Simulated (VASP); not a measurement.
Set up this calculation in VASP 6.6.1, as the native input.

* Task: single point
* Functional: PBE
* Potentials or basis: VASP PAW PBE potentials, release 64 (Al, Ni)
* Cutoff: 520 eV
* k mesh: 16 × 16 × 16
* Occupations: gaussian, width 0.15 eV
* Spin: no spin polarisation
* Dipole correction: no
* Further INCAR settings: ALGO = Fast; EDIFF = 1e-06; NBANDS = 14

The structure of AlNi lies in POSCAR:

```
AlNi
1.0
    2.8927237805      0.0000000000      0.0000000000
    0.0000000000      2.8927237805      0.0000000000
    0.0000000000      0.0000000000      2.8927237805
Al Ni
1 1
Direct
   -0.0345694949      0.0000000000      0.0000000000
    0.5158917043      0.5000000000      0.5000000000
```

This cell differs from its parent crystal: atoms displaced along a vibrational mode.

One way to write it, as run:

INCAR

```
PREC = Accurate ; ENCUT = 520
EDIFF = 1E-6 ; ISMEAR = 0
SIGMA = 0.15 ; LREAL = False
LASPH = True ; NELM = 80
ALGO = Fast ; ISIF = 2
LWAVE = False ; LCHARG = False
GGA = PE ; NBANDS = 14
```

KPOINTS

```
regular mesh
0
Gamma
  16 16 16
```

Potentials or basis: VASP PAW PBE potentials, release 64 (Al, Ni).

Run with:

```console
$ cat potpaw_PBE.64/Al/POTCAR potpaw_PBE.64/Ni/POTCAR > POTCAR
$ mpirun -np 1 vasp_std > vasp.out
```

Results of the run:

```yaml
Pressure: 1.3 GPa
Largest_force: 0.832 eV/Å
Band_gap_on_the_k_mesh: zero (an odd number of electrons rules out a gap without spin polarisation)
```

Caveat: the cell differs from its parent crystal (atoms displaced along a vibrational mode).

It took 110 s on 1 thread of AMD EPYC 7R13 Processor (Zen 3) (shared host), peak memory 0.22 GiB.
